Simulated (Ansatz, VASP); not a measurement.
**One calculation of Sb3Os, two programs**

The input INCAR:

```
SYSTEM = Sb3Os
PREC = Accurate ; ENCUT = 520
EDIFF = 1E-7 ; ISMEAR = 0
SIGMA = 0.1 ; LREAL = .FALSE.
LASPH = .TRUE. ; NELM = 60
ALGO = Normal ; ISIF = 2
LWAVE = .FALSE. ; LCHARG = .FALSE.
GGA = PE ; NBANDS = 20
```

The input KPOINTS:

```
regular mesh
0
G
  4 4 4
  0 0 0
```

File POSCAR:

```
Sb3Os
1.0
    4.5583451002      0.0000000000      0.0000000000
    0.0000000000      4.5583451002      0.0000000000
    0.0000000000      0.0000000000      4.5583451002
Sb Os
3 1
Direct
    0.0000000000      0.5000000000      0.5000000000
    0.5000000000      0.0000000000      0.5000000000
    0.5000000000      0.5000000000      0.0000000000
    0.0000000000      0.0000000000      0.0000000000
```

Input for Ansatz:

```yaml
crystal:
  lattice:
    - [4.5583451002, 0.0, 0.0]
    - [0.0, 4.5583451002, 0.0]
    - [0.0, 0.0, 4.5583451002]
  atoms:
    - { symbol: Sb, position: [0.0, 0.5, 0.5] }
    - { symbol: Sb, position: [0.5, 0.0, 0.5] }
    - { symbol: Sb, position: [0.5, 0.5, 0.0] }
    - { symbol: Os, position: [0.0, 0.0, 0.0] }
basis:
  ecutwfc: 420
kpoints:
  mp_grid: { grid: [4, 4, 4] }
hamiltonian:
  xc: pbe
scf:
  occupations: { method: gaussian, width: 0.1 }
  lower_state_search: "off"
output:
  forces: true
  stress: true
  eigenvalues: true
```

Alike in both runs: task single point; functional PBE; k mesh 4 × 4 × 4; occupations gaussian, width 0.1 eV; no spin polarisation.

|  | VASP | Ansatz |
| --- | --- | --- |
| version | VASP 6.6.1 | Ansatz 0.2.0 |
| potentials or method | VASP PAW PBE potentials, release 64 (Sb, Os), cutoff 520 eV | scalar-relativistic, plane waves, PAW |
| valence electrons in the cell | 23 | 61 |

|  | VASP | Ansatz | Ansatz less VASP |
| --- | --- | --- | --- |
| gap on the k mesh at the Fermi level (eV) | none | none | - |
| pressure (GPa) | -4.9 | -4.8 | +0.14 |

A gap of «none» marks a metal or a gap that the smearing closes. The functional is the same, so the differences come from potentials, cutoffs and numerics. VASP's potentials hold 23 valence electrons a cell and Ansatz's 61, so a difference there can come from the potentials and not from the codes.

Spin-orbit coupling is off throughout.
